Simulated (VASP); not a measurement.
Runs of VASP 6.6.1 on Zn3F. The structure is that of space group P4/mmm (No. 123), or close to it. The cells are those of the table. The cell was generated, and may not be a known phase.

```csv
task,spin,cell,k mesh,cutoff (eV),gap on the mesh (eV),pressure (GPa),moment (μB)
single point,off,"a = 4.868, b = 4.868, c = 2.682 Å, 4 atoms",4 × 4 × 6,520,none,0.2,-
single point,off,"a = 4.079, b = 4.079, c = 3.663 Å, 4 atoms",4 × 4 × 6,520,none,34.3,-
single point,off,"a = 4.890, b = 4.890, c = 2.638 Å, 4 atoms",10 × 10 × 18,520,none,0.1,-
single point,collinear,"a = 4.079, b = 4.079, c = 3.663 Å, 4 atoms",4 × 4 × 6,520,none,(a),0.00
single point,collinear,"a = 4.868, b = 4.868, c = 2.682 Å, 4 atoms",4 × 4 × 6,520,none,0.0,0.00
relaxation of cell and atoms,off,"relaxed from a = 4.079, b = 4.079, c = 3.663 Å, 4 atoms",4 × 4 × 6,600,none,0.0,-
```

Alike in all rows: level PBE; potentials or basis VASP PAW PBE potentials, release 64 (Zn, F); smearing gaussian 0.1 eV.

Fill in the values left out.

(a) 34.2.

Caveats: some runs use coarse meshes; an odd number of electrons without spin polarisation forces a metal (at least some runs); a magnetic or distorted state may lie lower (at least some runs); a cell axis changed by over 15 % at a fixed basis, so the end point is rough (at least some runs).

A gap of «none» marks levels without a gap at the run's occupations.
